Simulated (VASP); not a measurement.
Here is a VASP 6.6.1 calculation.

File INCAR:

```
PREC = Accurate
ENCUT = 520
EDIFF = 1E-7
ISMEAR = -1
SIGMA = 0.02
LREAL = F
LASPH = T
NELM = 80
ALGO = Normal
ISIF = 2
LWAVE = F
LCHARG = F
GGA = PE
NBANDS = 16
```

The input KPOINTS:

```
regular mesh
0
Gamma
  7 7 5
```

File POSCAR:

```
Te
1.0
    4.6013525159      0.0000000000      0.0000000000
   -2.3006762580      3.9848881706      0.0000000000
    0.0000000000      0.0000000000      5.9000620010
Te
3
Direct
    0.2566971700      0.0000000000      0.3502823044
    0.0000000000      0.2566971700      0.6666666700
    0.7433028300      0.7433028300      0.0000000000
```

Potentials or basis: VASP PAW PBE potentials, release 64 (Te).

Launch:

```sh
$ cat potpaw_PBE.64/Te/POTCAR > POTCAR
$ mpirun -np 1 vasp_std > vasp.out
```

(1) Estimate the band gap on the k mesh.

(2) Predict the pressure.

Results:

(1) 0.54 eV, indirect (least direct gap 0.73 eV).

(2) 0.7 GPa.

Caveat: spin-orbit coupling is left out, which moves the levels of the heavy elements.
